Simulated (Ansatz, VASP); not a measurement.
Two plane-wave programs on TiC

INCAR

```
  ALGO = Normal
  EDIFF = 1E-6
  ENCUT = 520
  ISIF = 2
  ISMEAR = 0
  LASPH = T
  LCHARG = F
  LREAL = F
  LWAVE = F
  NBANDS = 15
  NELM = 80
  PREC = Accurate
  SIGMA = 0.15
```

The input KPOINTS:

```
k-points
0
Gamma
  20 20 20
```

POSCAR

```
TiC
1.0
    0.0000000000      2.3508543472      1.8336663908
    2.3508543472      0.0000000000      1.8336663908
    2.3508543472      2.3508543472      0.0000000000
Ti C
1 1
Direct
    0.0000000000      0.0000000000      0.0000000000
    0.5000000000      0.5000000000      0.5000000000
```

Input for Ansatz:

```yaml
crystal:
  lattice:
    - [0.0, 2.3508543472, 1.8336663908]
    - [2.3508543472, 0.0, 1.8336663908]
    - [2.3508543472, 2.3508543472, 0.0]
  atoms:
    - { symbol: Ti, position: [0.0, 0.0, 0.0] }
    - { symbol: C, position: [0.5, 0.5, 0.5] }
basis:
  ecutwfc: 420
kpoints:
  mp_grid: { grid: [20, 20, 20] }
hamiltonian:
  xc: lda
scf:
  occupations: { method: gaussian, width: 0.15 }
output:
  forces: true
  stress: true
  eigenvalues: true
```

Alike in both runs: task single point; functional LDA; k mesh 20 × 20 × 20; occupations gaussian, width 0.15 eV; no spin polarisation.

```csv
,VASP,Ansatz
version,VASP 6.6.1,Ansatz 0.2.0
potentials or method,"VASP PAW LDA potentials, release 64 (Ti_sv, C), cutoff 520 eV","scalar-relativistic, plane waves, PAW"
valence electrons in the cell,16,16
```

Ansatz gave:

```
gap on the k mesh at the Fermi level (eV)                     : none
pressure (GPa)                                                : 18.0
traceless stress, the component that is largest in VASP (GPa) : 99.57
```

Task: What did VASP give for the same quantities?

Result: gap on the k mesh at the Fermi level (eV): none; pressure (GPa): 18.6; traceless stress, the component that is largest in VASP (GPa): 100.05.

LDA's correlation is that of Perdew and Zunger in VASP and of Perdew and Wang (1992) in Ansatz. A gap of «none» marks a metal or a gap that the smearing closes.
